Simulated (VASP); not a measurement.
A run of VASP 6.6.1:

Contents of INCAR:

```
ALGO = Normal
EDIFF = 1E-6
ENCUT = 520
GGA = PS
ISIF = 2
ISMEAR = -1
IVDW = 12
LASPH = T
LCHARG = F
LREAL = F
LWAVE = F
NBANDS = 16
NELM = 100
PREC = Accurate
SIGMA = 0.05
```

File KPOINTS:

```
k-points
0
Gamma
  7 7 5
```

POSCAR

```
Te
1.0
    3.6299883567     -2.0740921195      0.0151863392
    3.6299883567      2.0740921195      0.0151863392
   -0.0658378940      0.0000000000      5.9175760313
Te
3
Direct
    0.0000000000      0.0000000000      0.0000000000
    0.3209470961      0.3209470961      0.3348572544
    0.6790529039      0.6790529039      0.6651427456
```

Potentials or basis: VASP PAW PBE potentials, release 64 (Te).

The run is started by

```bash
$ cat potpaw_PBE.64/Te/POTCAR > POTCAR
$ mpirun -np 1 vasp_std > vasp.out
```

Hardware: 1 thread of AMD EPYC 7571, on a shared host.

Task: How long does it take, and how much memory?

Result: It took 2.3 min on 1 thread of AMD EPYC 7571, with other jobs on the host, peak memory 0.23 GiB. Counts: scf iterations 11, k points 72.
